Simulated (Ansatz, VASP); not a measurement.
# I: VASP beside Ansatz

```
CELL_PARAMETERS angstrom
3.63503 -2.39502 0.00000
3.63503 2.39502 0.00000
0.00000 0.00000 9.79344
ATOMIC_POSITIONS crystal
I 0.85070 0.14930 0.88440
I 0.35070 0.64930 0.61560
I 0.14930 0.85070 0.11560
I 0.64930 0.35070 0.38440
```

Alike in both runs: task single point; functional PBE; k mesh 4 × 4 × 2; occupations gaussian, width 0.1 eV; no spin polarisation.

|  | VASP | Ansatz |
| --- | --- | --- |
| version | VASP 6.6.1 | Ansatz 0.2.0 |
| potentials or method | VASP PAW PBE potentials, release 64 (I), cutoff 520 eV | scalar-relativistic, plane waves, PAW |
| valence electrons in the cell | 28 | 68 |

|  | VASP | Ansatz | Ansatz less VASP |
| --- | --- | --- | --- |
| gap on the k mesh at the Fermi level (eV) | 1.30 | 1.29 | -0.004 |
| least direct gap on the mesh (eV) | 1.41 | 1.41 | -0.005 |
| pressure (GPa) | 1.8 | 1.8 | +0.02 |
| traceless stress, the component that is largest in VASP (GPa) | 0.96 | 0.98 | +0.025 |
| rms of the force components (eV/Å) | 0.480 | 0.489 | +0.0088 |

Atom by atom the forces differ by 0.009 eV/Å (rms over components). VASP's potentials hold 28 valence electrons a cell and Ansatz's 68, so a difference there can come from the potentials and not from the codes.

Neither program's run includes spin-orbit coupling.
